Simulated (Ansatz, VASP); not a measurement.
**One calculation of InB2As3, two programs**

```xyz
6
Lattice="3.0149 -6.2829 0.0000 3.0149 6.2829 0.0000 0.0000 0.0000 3.1167" Properties=species:S:1:pos:R:3 pbc="T T T"
In    0.0000    0.0000    0.0000
B     3.0149   -1.4137    1.5583
B     3.0149    1.4137    1.5583
As    3.0149    3.3810    1.5583
As    3.0149   -3.3810    1.5583
As    3.0149    0.0000    0.0000
```

Change from the starting cell: species swapped into the Li2CeO3 type (Cmmm, No. 65).

Alike in both runs: functional PBE; k mesh 8 × 8 × 12; occupations gaussian, width 0.1 eV; no spin polarisation.

Ansatz relaxed the structure, and its values are those at the end. VASP's run is a single point on that final structure, the one shown.

```csv
,VASP,Ansatz
version,VASP 6.6.1,Ansatz 0.2.0
potentials or method,"VASP PAW PBE potentials, release 64 (In_d, B, As), cutoff 520 eV","scalar-relativistic, plane waves, PAW"
valence electrons in the cell,34,64
```

```tsv
	VASP	Ansatz	Ansatz less VASP
gap on the k mesh at the Fermi level (eV)	none	none	-
pressure (GPa)	0.2	0.0	-0.25
rms of the force components (eV/Å)	0.023	0.000	-0.0223
```

A gap of «none» marks a metal or a gap that the smearing closes. VASP's potentials hold 34 valence electrons a cell and Ansatz's 64, so a difference there can come from the potentials and not from the codes.
